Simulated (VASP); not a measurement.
# Sr (P6_3/mmc) in VASP: a series of runs, part 3 of 3

VASP 6.6.1.

### Step 5. Single point, PBEsol (52.30 Å³/atom)

This run uses another cell than the first one, of 52.30 Å³/atom.

The input, INCAR:

```
SYSTEM = Sr
  PREC = Accurate
  ENCUT = 520
  EDIFF = 1E-7
  ISMEAR = -1
  SIGMA = 0.1
  LREAL = .False.
  LASPH = .True.
  NELM = 80
  ALGO = Normal
  ISIF = 2
  LWAVE = .False.
  LCHARG = .True.
  GGA = PS
  LELF = .True.
  LVHAR = .True.
  NBANDS = 28
```

The input, KPOINTS:

```
Automatic mesh
0
Gamma
  10 10 3
  0 0 0
```

The input, POSCAR:

```
Sr
1.0
    4.1949796748      0.0000000000      0.0000000000
   -2.0974898374      3.6329589668      0.0000000000
    0.0000000000      0.0000000000     13.7276594933
Sr
4
Direct
    1.0000000000      0.0000000000      1.0000000000
    1.0000000000      1.0000000000      0.5000000000
    0.3333333333      0.6666666667      0.2500000000
    0.6666666667      0.3333333333      0.7500000000
```

Potentials or basis: VASP PAW PBE potentials, release 64 (Sr_sv).

Launch:

```bash
$ cat potpaw_PBE.64/Sr_sv/POTCAR > POTCAR
$ mpirun -np 1 vasp_std > vasp.out
```

OUTCAR:

```text
SYSTEM = Sr
   PREC = Accurate
   ENCUT = 520
   EDIFF = 1E-7
   ISMEAR = -1
   LREAL = .False.
   LASPH = .True.
   NELM = 80
   ISIF = 2
   GGA = PS

 ion  position               nearest neighbor table
   1  0.000  0.000  0.000-   3 4.20   4 4.20   4 4.20   3 4.20   4 4.20   3 4.20
   2  0.000  0.000  0.500-   3 4.20   4 4.20   4 4.20   3 4.20   4 4.20   3 4.20
   3  0.333  0.667  0.250-   1 4.20   2 4.20   1 4.20   2 4.20   1 4.20   2 4.20
   4  0.667  0.333  0.750-   1 4.20   2 4.20   1 4.20   2 4.20   1 4.20   2 4.20

  LATTYP: Found a hexagonal cell.
 ALAT       =     4.1949796748
 C/A-ratio  =     3.2724019083

  Lattice vectors:

 A1 = (   4.1949796748,   0.0000000000,   0.0000000000)
 A2 = (  -2.0974898374,   3.6329589668,   0.0000000000)
 A3 = (   0.0000000000,   0.0000000000,  13.7276594933)

Analysis of symmetry for initial positions (statically):
=====================================================================
 Subroutine PRICEL returns:
 Original cell was already a primitive cell.

 Routine SETGRP: Setting up the symmetry group for a
 hexagonal supercell.

 Subroutine GETGRP returns: Found 24 space group operations
 (whereof 12 operations were pure point group operations)
 out of a pool of 24 trial point group operations.

The static configuration has the point symmetry D_3d.
 The point group associated with its full space group is D_6h.

Analysis of symmetry for dynamics (positions and initial velocities):
=====================================================================
 Subroutine PRICEL returns:
 Original cell was already a primitive cell.

 Routine SETGRP: Setting up the symmetry group for a
 hexagonal supercell.

 Subroutine GETGRP returns: Found 24 space group operations
 (whereof 12 operations were pure point group operations)
 out of a pool of 24 trial point group operations.

The dynamic configuration has the point symmetry D_3d.
 The point group associated with its full space group is D_6h.

 Subroutine INISYM returns: Found 24 space group operations
 (whereof 12 operations are pure point group operations),
 and found     1 'primitive' translations

----------------------------------------------------------------------------------------

                                     Primitive cell

  volume of cell :     209.2121

  direct lattice vectors                    reciprocal lattice vectors
     4.194979675  0.000000000  0.000000000     0.238380178  0.137628860  0.000000000
    -2.097489837  3.632958967  0.000000000     0.000000000  0.275257719  0.000000000
     0.000000000  0.000000000 13.727659493     0.000000000  0.000000000  0.072845630

  length of vectors
     4.194979675  4.194979675 13.727659493     0.275257719  0.275257719  0.072845630

  position of ions in fractional coordinates (direct lattice)
     0.000000000  0.000000000  0.000000000
     0.000000000  0.000000000  0.500000000
     0.333333333  0.666666667  0.250000000
     0.666666667  0.333333333  0.750000000

  ion indices of the primitive-cell ions
   primitive index   ion index
                 1           1
                 2           2
                 3           3
                 4           4

----------------------------------------------------------------------------------------
[... 24 lines left out ...]

 Following reciprocal coordinates:
            Coordinates               Weight
  0.000000  0.000000  0.000000      1.000000
  0.100000  0.000000  0.000000      6.000000
  0.200000  0.000000  0.000000      6.000000
  0.300000  0.000000  0.000000      6.000000
  0.400000  0.000000  0.000000      6.000000
  0.500000  0.000000  0.000000      3.000000
[... 16 lines left out ...]
  0.300000  0.100000  0.333333     24.000000
  0.400000  0.100000  0.333333     24.000000
 [... further k-points ...]
   k-points           NKPTS =     28   k-points in BZ     NKDIM =     28   number of bands    NBANDS=     28
   number of dos      NEDOS =    301   number of ions     NIONS =      4
   total plane-waves  NPLWV = 110592
   dimension x,y,z NGX =    32 NGY =   32 NGZ =  108
   dimension x,y,z NGXF=    64 NGYF=   64 NGZF=  216
   ions per type =               4
   NGX,Y,Z   is equivalent  to a cutoff of  12.68, 12.68, 13.08 a.u.
   NGXF,Y,Z  is equivalent  to a cutoff of  25.36, 25.36, 26.16 a.u.
 SYSTEM =  Sr
   PREC   = accura    normal or accurate (medium, high low for compatibility)
   ISTART =      0    job   : 0-new  1-cont  2-samecut
   ICHARG =      2    charge: 1-file 2-atom 10-const
   ISPIN  =      1    spin polarized calculation?
   LNONCOLLINEAR =      F non collinear calculations
   LSORBIT =      F    spin-orbit coupling
   LASPH  =      T    aspherical Exc in radial PAW
   ENCUT  =  520.0 eV  38.22 Ry    6.18 a.u.   7.80  7.80 25.52*2*pi/ulx,y,z
   NELM   =     80;   NELMIN=  2; NELMDL= -5     # of ELM steps
   EDIFF  = 0.1E-06   stopping-criterion for ELM
   LREAL  =      F    real-space projection
   EDIFFG = 0.1E-05   stopping-criterion for IOM
   NSW    =      0    number of steps for IOM
   IBRION =     -1    ionic relax: 0-MD 1-quasi-New 2-CG
   NFREE  =      0    steps in history (QN), initial steepest desc. (CG)
   ISIF   =      2    stress and relaxation
   ISYM   =      2    0-nonsym 1-usesym 2-fastsym
   POTIM  = 0.5000    time-step for ionic-motion
   TEBEG  =    0.0;   TEEND  =   0.0 temperature during run
   PSTRESS=    0.0 pullay stress
   NELECT =      40.0000    total number of electrons
   NUPDOWN=      -1.0000    fix difference up-down
   EMIN   =  10.00;   EMAX   =-10.00  energy-range for DOS
   EFERMI =   0.00;   METHOD = LEGACY
   ISMEAR =    -1;   SIGMA  =   0.10  broadening in eV -4-tet -1-fermi 0-gaus
   EFERMI_NEDOS =   21; number of points for ismear=-14 and -15
   IALGO  =     38    algorithm
   IMIX   =      4    mixing-type and parameters
     AMIX     =   0.40;   BMIX     =  1.00
     AMIX_MAG =   1.60;   BMIX_MAG =  1.00
  volume/ion in A,a.u.               =      52.30       352.96
  Fermi-wavevector in a.u.,A,eV,Ry     =   0.943118  1.782234 12.101987  0.889471
  Thomas-Fermi vector in A             =   2.070794
   LORBIT       =      0    0 simple, 1 ext, 2 COOP (PROOUT), +10 PAW based schemes
   GGA     = PS    functional components
   LHFCALC =     F    Hartree Fock is set to
   AEXX    =    0.0000 exact exchange contribution
   IVDW    =     0    specifies the selected vdW correction
   LEPSILON=     F    determine dielectric tensor
   LRPA    =     F    only Hartree local field effects (RPA)
 non-spin polarized calculation
  energy-cutoff  :      520.00
  volume of cell :      209.21
 maximum number of plane-waves:      5655
 NGX is ok and might be reduce to    32
   NGX = 15   NGY = 15   NGZ = 51

 number of electron      40.0000000 magnetization

 Free energy of the ion-electron system (eV)
  ---------------------------------------------------
  ext. energy  EPLUGINS =         0.00000000
  ---------------------------------------------------
  free energy    TOTEN  =        -7.43525260 eV

  energy without entropy =       -7.26064010  energy(sigma->0) =       -7.34794635

 E-fermi :   1.6561     XC(G=0):  -7.5883

 val. band max:        1.6098178800   @ k =   0.4000   0.0000   0.0000
 cond. band min:       1.6641031513   @ k =   0.3000   0.3000   0.0000
 fundamental gap:      0.0542852713
 Fermi energy:         1.6560848991

 k-point     1 :       0.0000    0.0000    0.0000
  band No.  band energies     occupation
      1     -34.7651      2.00000
      2     -34.7564      2.00000
      3     -34.7560      2.00000
      4     -34.7473      2.00000
      5     -16.8926      2.00000
      6     -16.7774      2.00000
[... 733 lines left out ...]
     27       3.2208      0.00000
     28       3.5419      0.00000

 [... further k-points ...]

------------------------ aborting loop because EDIFF is reached ----------------------------------------

  FORCE on cell =-STRESS in cart. coord.  units (eV):
  Direction    XX          YY          ZZ          XY          YZ          ZX
  --------------------------------------------------------------------------------------
  -------------------------------------------------------------------------------------
  Total       -0.0052985     -0.0052985      0.0453914      0.0000000     -0.0000000      0.0000000
  in kB       -0.0405770     -0.0405770      0.3476141      0.0000000     -0.0000000      0.0000000
  external PRESSURE =       0.0888200 kB  Pullay stress =       0.0000000 kB

 VOLUME and BASIS-vectors are now :
 -----------------------------------------------------------------------------
  energy-cutoff  :      520.00
  volume of cell :      209.21
      direct lattice vectors                 reciprocal lattice vectors
     4.194979675  0.000000000  0.000000000     0.238380178  0.137628860  0.000000000
    -2.097489837  3.632958967  0.000000000     0.000000000  0.275257719  0.000000000
     0.000000000  0.000000000 13.727659493     0.000000000  0.000000000  0.072845630

 POSITION                                       TOTAL-FORCE (eV/Angst)
 -----------------------------------------------------------------------------------
      0.00000      0.00000      0.00000         0.000000      0.000000      0.000000
      0.00000      0.00000      6.86383         0.000000      0.000000      0.000000
     -0.00000      2.42197      3.43191        -0.000000      0.000000     -0.000000
      2.09749      1.21099     10.29574         0.000000     -0.000000      0.000000
 -----------------------------------------------------------------------------------
    total drift:                               -0.000000      0.000000      0.000000

  FREE ENERGIE OF THE ION-ELECTRON SYSTEM (eV)
  ---------------------------------------------------
  free  energy   TOTEN  =        -7.4352525978 eV

  energy  without entropy=       -7.2606400976  energy(sigma->0) =       -7.34794635
```

OSZICAR:

```text
N       E                     dE             d eps       ncg     rms          rms(c)
DAV:   1     0.256551991084E+03    0.25655E+03   -0.18487E+04  1568   0.123E+03
DAV:   2     0.149717100693E+02   -0.24158E+03   -0.23796E+03  1856   0.282E+02
DAV:   3    -0.609568441988E+01   -0.21067E+02   -0.20818E+02  2452   0.588E+01
DAV:   4    -0.739677600937E+01   -0.13011E+01   -0.12960E+01  2252   0.133E+01
DAV:   5    -0.745194742414E+01   -0.55171E-01   -0.55142E-01  2232   0.249E+00    0.244E+01
DAV:   6    -0.744137621809E+01    0.10571E-01   -0.42604E-02  2116   0.154E+00    0.139E+01
DAV:   7    -0.743486305681E+01    0.65132E-02   -0.44421E-02  1828   0.180E+00    0.506E-01
DAV:   8    -0.743513498053E+01   -0.27192E-03   -0.69544E-03  2496   0.320E-01    0.138E-01
DAV:   9    -0.743521029260E+01   -0.75312E-04   -0.20876E-04  2216   0.477E-02    0.789E-02
DAV:  10    -0.743525034946E+01   -0.40057E-04   -0.27575E-05  2052   0.389E-02    0.417E-02
DAV:  11    -0.743525317951E+01   -0.28300E-05   -0.56062E-06  2164   0.143E-02    0.763E-03
DAV:  12    -0.743525284902E+01    0.33049E-06   -0.65645E-07  1736   0.301E-03    0.152E-03
DAV:  13    -0.743525254523E+01    0.30378E-06   -0.88934E-08  1164   0.183E-03    0.115E-03
DAV:  14    -0.743525259783E+01   -0.52599E-07   -0.39265E-08  1168   0.833E-04
   1 F= -.74352526E+01 E0= -.73479463E+01  d E =-.174613E+00
```

stdout:

```text
POSCAR found type information on POSCAR Sr
 POSCAR found :  1 types and       4 ions
 scaLAPACK will be used
 -----------------------------------------------------------------------------
|                                                                             |
|                                                                             |
|     You enforced a specific xc type in the INCAR file but a different       |
|     I HOPE YOU KNOW WHAT YOU ARE DOING!                                     |
|                                                                             |
 -----------------------------------------------------------------------------

 LDA part: xc-table for (Slater+PW92), standard interpolation
 POSCAR, INCAR and KPOINTS ok, starting setup
 FFT: planning ... GRIDC
 FFT: planning ... GRID_SOFT
 FFT: planning ... GRID
 WAVECAR not read
 entering main loop
```

It took 81 s on 1 thread of Intel Xeon 6975P-C (Granite Rapids), shared host; peak memory 0.38 GiB.

What came out:

```yaml
Free_energy: -7.4353 eV
Pressure: 0.0 GPa
Band_gap_on_the_k_mesh: zero (bands 20 and 21 overlap by 0.09 eV)
```

Levels at points of the mesh, in eV from the Fermi level:
```tsv
k point	band 18	band 19	band 20	band 21	band 22	band 23
(0.00, 0.00, 0.00)	-2.74	-2.74	-1.16	0.14	1.28	1.30
(0.50, 0.00, 0.00)	-0.85	-0.74	-0.59	0.11	0.27	0.31
```

Caveat: the PAW data sets were made with another functional, which shifts forces and pressure a little.

### Step 6. Summary

| cell | gap on the mesh (eV) | pressure (GPa) |
| --- | --- | --- |
| a = 4.020, b = 4.020, c = 13.155 Å, angles 90.0, 90.0, 120.0°, 4 atoms | none | 1.9 |
| a = 4.080, b = 4.080, c = 13.351 Å, angles 90.0, 90.0, 120.0°, 4 atoms | none | 1.2 |
| a = 4.138, b = 4.138, c = 13.542 Å, angles 90.0, 90.0, 120.0°, 4 atoms | none | 0.5 |
| a = 4.195, b = 4.195, c = 13.728 Å, angles 90.0, 90.0, 120.0°, 4 atoms | none | 0.0 |

Alike in all rows: task single point; level PBEsol; potentials or basis VASP PAW PBE potentials, release 64 (Sr_sv); no spin polarisation; k mesh 10 × 10 × 3; cutoff (eV) 520; smearing fermi-dirac 0.1 eV.

Caveats: the PAW data sets were made with another functional, which shifts forces and pressure a little.

Absolute energies hang on the potentials; compare differences alone.
